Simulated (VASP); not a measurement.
Wanted: the native input for a VASP 6.6.1 run.

| Item | Value |
| --- | --- |
| Task | relaxation of cell and atoms |
| Functional | LDA |
| Potentials or basis | VASP PAW LDA potentials, release 64 (Al) |
| Cutoff | 500 eV |
| k mesh | 11 × 11 × 11 |
| Occupations | fermi-dirac, width 0.1 eV |
| Spin | no spin polarisation |
| Dipole correction | no |
| Further INCAR settings | ALGO = Normal; EDIFF = 1e-07; IBRION = 2; EDIFFG = -0.03; NSW = 60; ISIF = 3 |

The structure of Al lies in POSCAR:

```
Al
1.0
   -1.6050000000      1.6050000000      1.6050000000
    1.6050000000     -1.6050000000      1.6050000000
    1.6050000000      1.6050000000     -1.6050000000
Al
1
Direct
    0.0000000000      0.0000000000      0.0000000000
```

This isn't the form of Al at room conditions, which is fcc.

One way to write it, as run:

INCAR

```
PREC     = Accurate       # precision mode
ENCUT    = 500            # plane-wave cutoff, eV
EDIFF    = 1E-7           # SCF threshold, eV
ISMEAR   = -1             # smearing method
SIGMA    = 0.1            # smearing width, eV
LREAL    = False          # projectors in reciprocal space
LASPH    = True           # aspherical terms in the spheres
NELM     = 120            # most SCF steps
ALGO     = Normal         # electronic algorithm
ISIF     = 3              # what is computed and relaxed
LWAVE    = False          # write WAVECAR
LCHARG   = False          # write CHGCAR
IBRION   = 2              # ionic algorithm
NSW      = 60             # ionic steps
EDIFFG   = -0.03          # ionic threshold
GGA_COMPAT= False        
NELMIN   = 4
```

KPOINTS

```
regular mesh
0
Gamma
  11 11 11
```

Potentials or basis: VASP PAW LDA potentials, release 64 (Al).

The run is started by

```bash
$ cat potpaw_LDA.64/Al/POTCAR > POTCAR
$ mpirun -np 1 vasp_std > vasp.out
```

It gave:

```json
{"Relaxed volume": "16.21 Å³/atom", "Relaxed cell": "a = 2.762 Å, b = 2.762 Å, c = 2.762 Å, α = 109.47°, β = 109.47°, γ = 109.47°", "Space group after relaxing (to 0.1 Å)": "Im-3m (No. 229)", "Energy gained by relaxing": "1.3 meV/atom", "Ionic steps": "2", "Pressure after relaxing": "0.1 GPa", "Band gap on the k mesh": "zero (an odd number of electrons rules out a gap without spin polarisation)"}
```

It took 10 s on 1 thread of AMD EPYC 7R43 64-Core Processor (Zen 3), on a shared host, peak memory 0.07 GiB.
